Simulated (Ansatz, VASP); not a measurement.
One calculation of NaCl, two programs

The input INCAR:

```
ALGO     = Normal         # electronic algorithm
EDIFF    = 1E-6           # SCF threshold, eV
ENCUT    = 500            # plane-wave cutoff, eV
GGA      = PE             # functional
GGA_COMPAT= False        
ISIF     = 2              # what is computed and relaxed
ISMEAR   = -1             # smearing method
LASPH    = True           # aspherical terms in the spheres
LCHARG   = True           # write CHGCAR
LELF     = True           # ELF
LREAL    = False          # projectors in reciprocal space
LVHAR    = True         
LWAVE    = False          # write WAVECAR
NBANDS   = 14             # bands
NELM     = 120            # most SCF steps
PREC     = Accurate       # precision mode
SIGMA    = 0.02           # smearing width, eV
```

File KPOINTS:

```
k-points
0
Gamma
  8 8 8
```

POSCAR

```
NaCl
1.0
    2.8021129234      0.0000000000      0.0000000000
    0.0000000000      2.8021129234      0.0000000000
    0.0000000000      0.0000000000      2.8021129234
Na Cl
1 1
Direct
    0.0000000000      0.0000000000      0.0000000000
    0.5000000000      0.5000000000      0.5000000000
```

Input for Ansatz:

```yaml
crystal:
  lattice:
    - [2.8021129234, 0.0, 0.0]
    - [0.0, 2.8021129234, 0.0]
    - [0.0, 0.0, 2.8021129234]
  atoms:
    - { symbol: Na, position: [0.0, 0.0, 0.0] }
    - { symbol: Cl, position: [0.5, 0.5, 0.5] }
kpoints:
  mp_grid: { grid: [8, 8, 8] }
scf:
  occupations: { method: fermi_dirac, width: 0.02 }
hamiltonian:
  xc: pbe
  pseudopotentials: { kind: all_electron, lapw: { basis_error: 0.00025 } }
output:
  forces: true
  stress: true
  eigenvalues: true
```

Change from the starting cell: volume scaled by 0.9405.

Alike in both runs: task single point; functional PBE; k mesh 8 × 8 × 8; occupations fermi-dirac, width 0.02 eV; no spin polarisation.

|  | VASP | Ansatz |
| --- | --- | --- |
| version | VASP 6.6.1 | Ansatz 0.2.0 |
| potentials or method | VASP PAW PBE potentials, release 64 (Na_pv, Cl), cutoff 500 eV | all-electron LAPW, scalar-relativistic |

|  | VASP | Ansatz | Ansatz less VASP |
| --- | --- | --- | --- |
| gap on the k mesh at the Fermi level (eV) | 4.16 | 4.11 | -0.051 |
| pressure (GPa) | 82.5 | 82.1 | -0.33 |

Both programs put the cell under a high pressure, so it lies far from rest at this level. Ansatz ran all-electron here, and VASP with PAW potentials.

Noted on VASP's run: the cell as given lies far from equilibrium.
